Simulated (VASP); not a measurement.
# In: single point with PBE

The system is In.

```
In
1.0
    -1.67493    1.67493    2.47395
     1.67493   -1.67493    2.47395
     1.67493    1.67493   -2.47395
In
1
Direct
  0.00000 0.00000 0.00000
```

This cell differs from its parent crystal: strain +0.030 along x and y, +0.000 along z.

```yaml
Program: VASP 6.6.1
Task: single point
Functional: PBE
Potentials_or_basis: VASP PAW PBE potentials, release 64 (In_d)
Cutoff: 520 eV
k_mesh: 20 × 20 × 20
Occupations: gaussian, width 0.15 eV
Spin: no spin polarisation
```

```yaml
Pressure: -0.3 GPa
```

Levels at points of the mesh, in eV from the Fermi level:
```csv
k point,band 2,band 3,band 4,band 5,band 6,band 7,band 8,band 9,band 10,band 11
"(0.00, 0.00, 0.00)",-14.56,-14.56,-14.46,-14.41,-9.15,10.02,10.02,10.11,11.41,13.46
"(0.50, 0.00, 0.00)",-14.60,-14.55,-14.31,-14.29,-4.29,-3.13,7.55,8.41,10.81,11.48
"(0.50, 0.50, 0.00)",-14.68,-14.32,-14.29,-14.25,-1.97,-1.89,3.60,3.86,6.85,7.21
"(0.50, 0.50, 0.50)",-14.68,-14.31,-14.28,-14.28,-2.68,-2.29,4.30,4.30,7.52,7.69
```

Wall time 2.5 min on 1 thread of AMD EPYC 9R45 96-Core Processor (Zen 5), with other jobs on the host, peak memory 0.29 GiB.

Caveat: the cell differs from its parent crystal (strain +0.030 along x and y, +0.000 along z); spin-orbit coupling is left out, which moves the levels of the heavy elements.
